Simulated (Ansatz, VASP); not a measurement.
## CoO: VASP and Ansatz over several settings

```
Co O
1.0
     0.00000    2.34364    2.34364
     2.34364    0.00000    2.34364
     2.34364    2.34364    0.00000
Co O
1 1
Direct
  0.00000 0.00000 0.00000
  0.25000 0.25000 0.25000
```

Single points on this cell with VASP 6.6.1 and Ansatz 0.2.0. Each row is one pair of runs. Alike in all rows: k mesh: 10 × 10 × 10; Ansatz's potentials, cutoff: Ansatz PAW, 420 eV.

| level | spin | smearing | VASP's potentials, cutoff | gap on the k mesh at the Fermi level (eV), VASP | gap on the k mesh at the Fermi level (eV), Ansatz | pressure (GPa), VASP | pressure (GPa), Ansatz | net moment per atom (μB), VASP | net moment per atom (μB), Ansatz |
| --- | --- | --- | --- | --- | --- | --- | --- | --- | --- |
| PBE | off | fermi-dirac, width 0.05 eV | VASP PAW PBE potentials, release 64 (Co, O), 520 eV | none | none | -24.4 | -24.6 | - | - |
| PBE | collinear, typed start | fermi-dirac, width 0.05 eV | VASP PAW PBE potentials, release 64 (Co, O), 520 eV | none | none | -12.3 | -12.3 | 1.49 | 1.49 |
| PBE | collinear, typed start | gaussian, width 0.021 eV | VASP PAW PBE potentials, release 64 (Co_sv, O), 600 eV | none | none | -13.9 | -12.2 | 1.49 | 1.50 |
| PBE | collinear, typed start | gaussian, width 0.02 eV | VASP PAW PBE potentials, release 64 (Co_sv, O), 600 eV | none | none | -13.9 | -12.2 | 1.49 | 1.50 |
| PBE | collinear, typed start | gaussian, width 0.019 eV | VASP PAW PBE potentials, release 64 (Co_sv, O), 600 eV | none | none | -13.9 | -12.2 | 1.49 | 1.50 |
| PBE | collinear, typed start | fermi-dirac, width 0.05 eV | VASP PAW PBE potentials, release 64 (Co_sv, O), 600 eV | none | none | -14.0 | -12.3 | 1.49 | 1.49 |
| PBE | collinear, typed start | gaussian, width 0.024 eV | VASP PAW PBE potentials, release 64 (Co_sv, O), 600 eV | none | none | -13.9 | -12.2 | 1.49 | 1.50 |
| PBE | collinear, typed start | gaussian, width 0.014 eV | VASP PAW PBE potentials, release 64 (Co_sv, O), 600 eV | none | none | -13.9 | -12.2 | 1.50 | 1.50 |

Pressure (GPa): the two programs differ by at most 1.72; net moment per atom (μB): the two programs differ by at most 0.004.

VASP's potentials hold 15 valence electrons a cell and Ansatz's 23 in some rows, so a difference there can come from the potentials and not from the codes.

A gap of «none» marks a metal or a gap that the smearing closes.
